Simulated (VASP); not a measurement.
# Zr (P6_3/mmc) in VASP: a series of runs

The runs below take Zr through single point, relaxation of cell and atoms, with PBEsol.

Everything below comes from runs of VASP 6.6.1. Logs are shortened: lines on timing, memory, paths and dates and some standing lists are left out, and cuts for length are marked.

**1. The cell of the first run**

It takes space group P6_3/mmc (No. 194, hexagonal). The conventional cell has a = 3.192 Å, b = 3.192 Å, c = 5.092 Å, α = 90.00°, β = 90.00°, γ = 120.00°. Zr (site symmetry -6m2) has 12 Zr at 3.14 to 3.19 Å within 4.1 Å.

**2. Single point, PBEsol**

The input, INCAR:

```
PREC = Accurate
ENCUT = 520
EDIFF = 1E-6
ISMEAR = 0
SIGMA = 0.05
LREAL = False
LASPH = True
NELM = 80
ALGO = Normal
ISIF = 2
LWAVE = False
LCHARG = False
GGA = PS
NBANDS = 19
```

The input, KPOINTS:

```
regular mesh
0
Gamma
  12 12 8
```

The input, POSCAR:

```
Zr
1.0
    3.1924807177      0.0000000000      0.0000000000
   -1.5962403589      2.7647694026      0.0000000000
    0.0000000000      0.0000000000      5.0917411365
Zr
2
Direct
    0.3333333333      0.6666666667      0.7500000000
    0.6666666667      0.3333333333      0.2500000000
```

Potentials or basis: VASP PAW PBE potentials, release 64 (Zr_sv).

Launch:

```bash
cat potpaw_PBE.64/Zr_sv/POTCAR > POTCAR
mpirun -np 1 vasp_std > vasp.out
```

OUTCAR:

```text
PREC = Accurate
   ENCUT = 520
   EDIFF = 1E-6
   ISMEAR = 0
   LREAL = False
   LASPH = True
   NELM = 80
   ISIF = 2
   GGA = PS

 ion  position               nearest neighbor table
   1  0.333  0.667  0.750-   2 3.14   2 3.14   2 3.14   2 3.14   2 3.14   2 3.14
   2  0.667  0.333  0.250-   1 3.14   1 3.14   1 3.14   1 3.14   1 3.14   1 3.14

  LATTYP: Found a hexagonal cell.
 ALAT       =     3.1924807177
 C/A-ratio  =     1.5949168019

  Lattice vectors:

 A1 = (   3.1924807177,   0.0000000000,   0.0000000000)
 A2 = (  -1.5962403589,   2.7647694026,   0.0000000000)
 A3 = (   0.0000000000,   0.0000000000,   5.0917411365)

Analysis of symmetry for initial positions (statically):
=====================================================================
 Subroutine PRICEL returns:
 Original cell was already a primitive cell.

 Routine SETGRP: Setting up the symmetry group for a
 hexagonal supercell.

 Subroutine GETGRP returns: Found 24 space group operations
 (whereof 12 operations were pure point group operations)
 out of a pool of 24 trial point group operations.

The static configuration has the point symmetry D_3d.
 The point group associated with its full space group is D_6h.

Analysis of symmetry for dynamics (positions and initial velocities):
=====================================================================
 Subroutine PRICEL returns:
 Original cell was already a primitive cell.

 Routine SETGRP: Setting up the symmetry group for a
 hexagonal supercell.

 Subroutine GETGRP returns: Found 24 space group operations
 (whereof 12 operations were pure point group operations)
 out of a pool of 24 trial point group operations.

The dynamic configuration has the point symmetry D_3d.
 The point group associated with its full space group is D_6h.

 Subroutine INISYM returns: Found 24 space group operations
 (whereof 12 operations are pure point group operations),
 and found     1 'primitive' translations

----------------------------------------------------------------------------------------

                                     Primitive cell

  volume of cell :      44.9421

  direct lattice vectors                    reciprocal lattice vectors
     3.192480718  0.000000000  0.000000000     0.313236034  0.180846909  0.000000000
    -1.596240359  2.764769403  0.000000000     0.000000000  0.361693818  0.000000000
     0.000000000  0.000000000  5.091741136     0.000000000  0.000000000  0.196396473

  length of vectors
     3.192480718  3.192480718  5.091741136     0.361693818  0.361693818  0.196396473

  position of ions in fractional coordinates (direct lattice)
     0.333333333  0.666666667  0.750000000
     0.666666667  0.333333333  0.250000000

  ion indices of the primitive-cell ions
   primitive index   ion index
                 1           1
                 2           2

----------------------------------------------------------------------------------------

 KPOINTS: regular mesh

Automatic generation of k-mesh.
 Grid dimensions read from file:
 generate k-points for:   12   12    8

 Generating k-lattice:

  Cartesian coordinates                     Fractional coordinates (reciprocal lattice)
     0.026103003  0.015070576  0.000000000     0.083333333  0.000000000  0.000000000
     0.000000000  0.030141151  0.000000000     0.000000000  0.083333333  0.000000000
     0.000000000  0.000000000  0.024549559     0.000000000  0.000000000  0.125000000

  Length of vectors
     0.030141151  0.030141151  0.024549559

  Shift w.r.t. Gamma in fractional coordinates (k-lattice)
     0.000000000  0.000000000  0.000000000

 Subroutine IBZKPT returns following result:
 ===========================================

 Found     95 irreducible k-points:

 Following reciprocal coordinates:
            Coordinates               Weight
  0.000000  0.000000  0.000000      1.000000
  0.083333 -0.000000  0.000000      6.000000
  0.166667  0.000000  0.000000      6.000000
  0.250000  0.000000  0.000000      6.000000
  0.333333  0.000000  0.000000      6.000000
  0.416667 -0.000000  0.000000      6.000000
[... 16 lines left out ...]
  0.250000  0.000000  0.125000     12.000000
  0.333333  0.000000  0.125000     12.000000
 [... further k-points ...]
   k-points           NKPTS =     95   k-points in BZ     NKDIM =     95   number of bands    NBANDS=     19
   number of dos      NEDOS =    301   number of ions     NIONS =      2
   total plane-waves  NPLWV =  23040
   dimension x,y,z NGX =    24 NGY =   24 NGZ =   40
   dimension x,y,z NGXF=    48 NGYF=   48 NGZF=   80
   ions per type =               2
   NGX,Y,Z   is equivalent  to a cutoff of  12.50, 12.50, 13.06 a.u.
   NGXF,Y,Z  is equivalent  to a cutoff of  25.00, 25.00, 26.12 a.u.
 SYSTEM =  unknown system
   PREC   = accura    normal or accurate (medium, high low for compatibility)
   ISTART =      0    job   : 0-new  1-cont  2-samecut
   ICHARG =      2    charge: 1-file 2-atom 10-const
   ISPIN  =      1    spin polarized calculation?
   LNONCOLLINEAR =      F non collinear calculations
   LSORBIT =      F    spin-orbit coupling
   LASPH  =      T    aspherical Exc in radial PAW
   ENCUT  =  520.0 eV  38.22 Ry    6.18 a.u.   5.94  5.94  9.47*2*pi/ulx,y,z
   NELM   =     80;   NELMIN=  2; NELMDL= -5     # of ELM steps
   EDIFF  = 0.1E-05   stopping-criterion for ELM
   LREAL  =      F    real-space projection
   EDIFFG = 0.1E-04   stopping-criterion for IOM
   NSW    =      0    number of steps for IOM
   IBRION =     -1    ionic relax: 0-MD 1-quasi-New 2-CG
   NFREE  =      0    steps in history (QN), initial steepest desc. (CG)
   ISIF   =      2    stress and relaxation
   ISYM   =      2    0-nonsym 1-usesym 2-fastsym
   POTIM  = 0.5000    time-step for ionic-motion
   TEBEG  =    0.0;   TEEND  =   0.0 temperature during run
   PSTRESS=    0.0 pullay stress
   NELECT =      24.0000    total number of electrons
   NUPDOWN=      -1.0000    fix difference up-down
   EMIN   =  10.00;   EMAX   =-10.00  energy-range for DOS
   EFERMI =   0.00;   METHOD = LEGACY
   ISMEAR =     0;   SIGMA  =   0.05  broadening in eV -4-tet -1-fermi 0-gaus
   EFERMI_NEDOS =   21; number of points for ismear=-14 and -15
   IALGO  =     38    algorithm
   IMIX   =      4    mixing-type and parameters
     AMIX     =   0.40;   BMIX     =  1.00
     AMIX_MAG =   1.60;   BMIX_MAG =  1.00
  volume/ion in A,a.u.               =      22.47       151.64
  Fermi-wavevector in a.u.,A,eV,Ry     =   1.328192  2.509918 24.001943  1.764093
  Thomas-Fermi vector in A             =   2.457448
   LORBIT       =      0    0 simple, 1 ext, 2 COOP (PROOUT), +10 PAW based schemes
   GGA     = PS    functional components
   LHFCALC =     F    Hartree Fock is set to
   AEXX    =    0.0000 exact exchange contribution
   IVDW    =     0    specifies the selected vdW correction
   LEPSILON=     F    determine dielectric tensor
   LRPA    =     F    only Hartree local field effects (RPA)
 non-spin polarized calculation
 Gauss-broadening in eV      SIGMA  =   0.05
  energy-cutoff  :      520.00
  volume of cell :       44.94
 maximum number of plane-waves:      1236
 NGX is ok and might be reduce to    24
   NGX = 11   NGY = 11   NGZ = 19

 number of electron      24.0000000 magnetization

 Free energy of the ion-electron system (eV)
  ---------------------------------------------------
  ext. energy  EPLUGINS =         0.00000000
  ---------------------------------------------------
  free energy    TOTEN  =       -18.16044652 eV

  energy without entropy =      -18.15790033  energy(sigma->0) =      -18.15917343

 E-fermi :   9.2687     XC(G=0): -11.3654

 val. band max:        9.2459250234   @ k =   0.3333   0.2500   0.5000
 cond. band min:       9.2783620448   @ k =   0.3333   0.3333   0.5000
 fundamental gap:      0.0324370214
 Fermi energy:         9.2687252654

 k-point     1 :       0.0000    0.0000    0.0000
  band No.  band energies     occupation
      1     -39.4074      2.00000
      2     -39.2275      2.00000
      3     -18.0284      2.00000
      4     -17.0444      2.00000
      5     -17.0444      2.00000
      6     -16.8928      2.00000
[... 11 lines left out ...]
     18      11.4665      0.00000
     19      13.8765      0.00000

 k-point     2 :       0.0833   -0.0000    0.0000
  band No.  band energies     occupation
      1     -39.3982      2.00000
      2     -39.2237      2.00000
      3     -18.0045      2.00000
      4     -17.0980      2.00000
      5     -17.0619      2.00000
      6     -16.9420      2.00000
[... 11 lines left out ...]
     18      11.2889      0.00000
     19      14.0102      0.00000

 k-point     3 :       0.1667    0.0000    0.0000
  band No.  band energies     occupation
      1     -39.3724      2.00000
      2     -39.2136      2.00000
      3     -17.9360      2.00000
      4     -17.2442      2.00000
      5     -17.1080      2.00000
      6     -17.0895      2.00000
[... 11 lines left out ...]
     18      11.5488      0.00000
     19      14.2840      0.00000

 k-point     4 :       0.2500    0.0000    0.0000
  band No.  band energies     occupation
      1     -39.3355      2.00000
      2     -39.2012      2.00000
      3     -17.8323      2.00000
      4     -17.4431      2.00000
      5     -17.2815      2.00000
      6     -17.1679      2.00000
[... 11 lines left out ...]
     18      12.3518      0.00000
     19      14.5323      0.00000

 k-point     5 :       0.3333    0.0000    0.0000
  band No.  band energies     occupation
      1     -39.2955      2.00000
      2     -39.1916      2.00000
      3     -17.7095      2.00000
      4     -17.6403      2.00000
      5     -17.4644      2.00000
      6     -17.2252      2.00000
[... 11 lines left out ...]
     18      13.3301      0.00000
     19      14.6958      0.00000

 k-point     6 :       0.4167   -0.0000    0.0000
  band No.  band energies     occupation
      1     -39.2621      2.00000
      2     -39.1885      2.00000
      3     -17.7830      2.00000
      4     -17.5942      2.00000
      5     -17.5935      2.00000
      6     -17.2659      2.00000
[... 11 lines left out ...]
     18      14.2926      0.00000
     19      14.7797      0.00000

 k-point     7 :       0.5000    0.0000    0.0000
  band No.  band energies     occupation
      1     -39.2480      2.00000
      2     -39.1892      2.00000
      3     -17.8348      2.00000
      4     -17.6399      2.00000
      5     -17.5396      2.00000
      6     -17.2806      2.00000
[... 11 lines left out ...]
     18      14.8195      0.00000
     19      15.7251      0.00000

 k-point     8 :       0.0833    0.0833    0.0000
  band No.  band energies     occupation
      1     -39.3807      2.00000
      2     -39.2167      2.00000
      3     -17.9583      2.00000
      4     -17.1869      2.00000
      5     -17.1205      2.00000
      6     -17.0201      2.00000
[... 256 lines left out ...]
 k-point    20 :       0.0000    0.0000    0.1250
  band No.  band energies     occupation
      1     -39.4007      2.00000
      2     -39.2345      2.00000
      3     -17.9881      2.00000
      4     -17.0384      2.00000
      5     -17.0384      2.00000
      6     -16.9394      2.00000
[... 11 lines left out ...]
     18      11.6771      0.00000
     19      13.9207      0.00000

 k-point    21 :       0.0833   -0.0000    0.1250
  band No.  band energies     occupation
      1     -39.3917      2.00000
      2     -39.2304      2.00000
      3     -17.9665      2.00000
      4     -17.0909      2.00000
      5     -17.0556      2.00000
      6     -16.9832      2.00000
[... 11 lines left out ...]
     18      11.5583      0.00000
     19      14.0345      0.00000

 k-point    22 :       0.1667    0.0000    0.1250
  band No.  band energies     occupation
      1     -39.3665      2.00000
      2     -39.2197      2.00000
      3     -17.9057      2.00000
      4     -17.2336      2.00000
      5     -17.1232      2.00000
      6     -17.1007      2.00000
[... 11 lines left out ...]
     18      11.5754      0.00000
     19      14.2628      0.00000

 k-point    23 :       0.2500    0.0000    0.1250
  band No.  band energies     occupation
      1     -39.3305      2.00000
      2     -39.2063      2.00000
      3     -17.8204      2.00000
      4     -17.4222      2.00000
      5     -17.3103      2.00000
      6     -17.1595      2.00000
[... 11 lines left out ...]
     18      12.2802      0.00000
     19      14.4626      0.00000

 k-point    24 :       0.3333    0.0000    0.1250
  band No.  band energies     occupation
      1     -39.2916      2.00000
      2     -39.1956      2.00000
      3     -17.7638      2.00000
      4     -17.5706      2.00000
      5     -17.4822      2.00000
      6     -17.2159      2.00000
[... 11 lines left out ...]
     18      13.2006      0.00000
     19      14.5983      0.00000

 [... further k-points ...]

------------------------ aborting loop because EDIFF is reached ----------------------------------------

  FORCE on cell =-STRESS in cart. coord.  units (eV):
  Direction    XX          YY          ZZ          XY          YZ          ZX
  --------------------------------------------------------------------------------------
  -------------------------------------------------------------------------------------
  Total        0.0158761      0.0158761      0.0188960     -0.0000000     -0.0000000      0.0000000
  in kB        0.5659796      0.5659796      0.6736401     -0.0000000     -0.0000000      0.0000000
  external PRESSURE =       0.6018664 kB  Pullay stress =       0.0000000 kB

 VOLUME and BASIS-vectors are now :
 -----------------------------------------------------------------------------
  energy-cutoff  :      520.00
  volume of cell :       44.94
      direct lattice vectors                 reciprocal lattice vectors
     3.192480718  0.000000000  0.000000000     0.313236034  0.180846909  0.000000000
    -1.596240359  2.764769403  0.000000000     0.000000000  0.361693818  0.000000000
     0.000000000  0.000000000  5.091741136     0.000000000  0.000000000  0.196396473

 POSITION                                       TOTAL-FORCE (eV/Angst)
 -----------------------------------------------------------------------------------
     -0.00000      1.84318      3.81881         0.000000     -0.000000      0.000000
      1.59624      0.92159      1.27294        -0.000000      0.000000      0.000000
 -----------------------------------------------------------------------------------
    total drift:                                0.000000     -0.000000      0.000000

  FREE ENERGIE OF THE ION-ELECTRON SYSTEM (eV)
  ---------------------------------------------------
  free  energy   TOTEN  =       -18.1604465180 eV

  energy  without entropy=      -18.1579003333  energy(sigma->0) =      -18.15917343
```

Run time: 27 s. Hardware: 1 thread of Intel Xeon 6975P-C (Granite Rapids), shared host; peak memory 0.2 GiB.

What came out:

```yaml
Free_energy: -18.1604 eV
Pressure: 0.1 GPa
Band_gap_on_the_k_mesh: zero (band 12 reaches 10.15 eV, above the bottom of band 13 at 9.05 eV)
```

Caveat: the PAW data sets were made with another functional, which shifts forces and pressure a little.

**3. Relaxation of cell and atoms, PBEsol**

This run uses another cell than the first one, of 23.24 Å³/atom, 1.034 times its volume.

The input, INCAR:

```
SYSTEM = Zr
PREC = Accurate
ENCUT = 600
EDIFF = 1E-7
ISMEAR = 0
SIGMA = 0.05
LREAL = .False.
LASPH = .True.
NELM = 100
ALGO = Normal
ISIF = 3
LWAVE = .False.
LCHARG = .False.
GGA = PS
IBRION = 2
NSW = 80
EDIFFG = -0.01
```

The input, KPOINTS:

```
Automatic mesh
0
Gamma
  12 12 8
  0 0 0
```

The input, POSCAR:

```
Zr
1.0
    3.2300000000      0.0000000000      0.0000000000
   -1.6150000000      2.7972620542      0.0000000000
    0.0000000000      0.0000000000      5.1453900000
Zr
2
Direct
    0.3333333333      0.6666666667      0.7500000000
    0.6666666667      0.3333333333      0.2500000000
```

Potentials or basis: VASP PAW PBE potentials, release 64 (Zr_sv).

Launch:

```bash
cat potpaw_PBE.64/Zr_sv/POTCAR > POTCAR
mpirun -np 1 vasp_std > vasp.out
```

Wall time 1.9 min (1 thread of Intel Xeon 6975P-C (Granite Rapids), shared host); peak memory 0.23 GiB.

The run converged. Its results:

```
Free energy                            : -18.1615 eV
Relaxed volume                         : 22.49 Å³/atom
Relaxed cell                           : a = 3.195 Å, b = 3.195 Å, c = 5.089 Å, α = 90.00°, β = 90.00°, γ = 120.00°
Space group after relaxing (to 0.05 Å) : P6_3/mmc (No. 194)
Energy gained by relaxing              : 7.4 meV/atom
Ionic steps                            : 3
Pressure after relaxing                : 0.0 GPa
Band gap on the k mesh                 : zero (band 12 reaches 10.14 eV, above the bottom of band 13 at 9.04 eV)
```

Stress tensor (GPa, compression positive):
```
-0.05  0.00  0.00
 0.00 -0.05  0.00
 0.00  0.00  0.06
```

The path:
```
step  energy change (eV)  largest force (eV/Å)  pressure (GPa)  volume (Å³)
   1              0.0000                0.0000           -3.07        46.49
   2             -0.0002                0.0000            3.34        43.55
   3             -0.0148                0.0000           -0.01        44.99
```

Final structure:
```yaml
crystal:
  lattice:
    - [3.19486, 0.00000, 0.00000]
    - [-1.59743, 2.76683, 0.00000]
    - [0.00000, 0.00000, 5.08950]
  atoms:
    - { symbol: Zr, position: [0.33333, 0.66667, 0.75000] }
    - { symbol: Zr, position: [0.66667, 0.33333, 0.25000] }
```

Levels at points of the mesh, in eV from the Fermi level:
| k point | band 8 | band 9 | band 10 | band 11 | band 12 | band 13 | band 14 | band 15 | band 16 |
| --- | --- | --- | --- | --- | --- | --- | --- | --- | --- |
| (0.00, 0.00, 0.00) | -26.16 | -5.74 | -3.14 | 0.86 | 0.86 | 1.01 | 1.31 | 1.58 | 1.58 |
| (0.50, 0.00, 0.00) | -26.28 | -2.70 | -2.57 | -2.26 | -0.14 | 0.51 | 0.81 | 1.51 | 5.11 |
| (0.00, 0.00, 0.50) | -26.24 | -3.98 | -3.98 | 0.03 | 0.03 | 0.76 | 0.76 | 0.76 | 0.76 |
| (0.50, 0.00, 0.50) | -26.42 | -2.99 | -2.99 | -1.13 | -1.13 | 1.76 | 1.76 | 2.26 | 2.26 |

Caveat: the PAW data sets were made with another functional, which shifts forces and pressure a little.
